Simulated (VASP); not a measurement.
Crystal: NaI.

```
CELL_PARAMETERS angstrom
2.21451 -3.78000 0.00000
2.21451 3.78000 0.00000
0.00000 0.00000 4.42903
ATOMIC_POSITIONS crystal
Na 0.00000 0.00000 0.00000
I 0.50000 0.50000 0.50000
```

| Property | Result |
| --- | --- |
| Program | VASP 6.6.1 |
| Task | relaxation of cell and atoms |
| Functional | PBE |
| Dispersion | D3(BJ) |
| Potentials or basis | VASP PAW PBE potentials, release 64 (Na_pv, I) |
| Cutoff | 600 eV |
| k mesh | 6 × 6 × 6 |
| Occupations | gaussian, width 0.02 eV |
| Spin | no spin polarisation |

At the start: pressure -0.6 GPa; volume 37.07 Å³/atom.

**Question.** Where does the relaxation end?

**Answer.** Over 17 steps the energy falls by 21.8 meV/atom and the volume is 33.19 Å³/atom (-10.5 %); space group Cmmm (No. 65, to 0.05 Å).

Step by step:
```csv
step,energy change (eV),largest force (eV/Å),pressure (GPa),volume (Å³)
1,0.0000,0.0000,-0.62,74.15
2,-0.0140,0.0000,-0.29,72.60
3,-0.0210,0.0000,0.17,70.77
4,-0.0210,0.0000,0.25,70.54
5,-0.0272,0.0000,0.07,70.60
6,-0.0331,0.0000,-0.24,70.64
7,-0.0332,0.0000,-0.28,70.64
8,-0.0379,0.0000,-0.23,69.50
9,-0.0423,0.0000,-0.10,67.70
10,-0.0350,0.0000,0.39,64.03
11,-0.0428,0.0000,-0.03,67.01
12,-0.0428,0.0000,0.05,66.93
13,-0.0433,0.0000,-0.04,66.69
14,-0.0435,0.0000,-0.01,66.53
15,-0.0435,0.0000,-0.03,66.51
16,-0.0435,0.0000,-0.02,66.47
17,-0.0435,0.0000,0.00,66.38
```

Final structure:
```cif
data_structure
_symmetry_space_group_name_H-M 'P 1'
_symmetry_Int_Tables_number 1
_cell_length_a 4.1459
_cell_length_b 4.1459
_cell_length_c 4.1004
_cell_angle_alpha 90.000
_cell_angle_beta 90.000
_cell_angle_gamma 109.635
_cell_volume 66.38
loop_
_atom_site_label
_atom_site_type_symbol
_atom_site_fract_x
_atom_site_fract_y
_atom_site_fract_z
_atom_site_occupancy
Na1 Na 0.00000 0.00000 0.00000 1
I1 I 0.50000 0.50000 0.50000 1
```
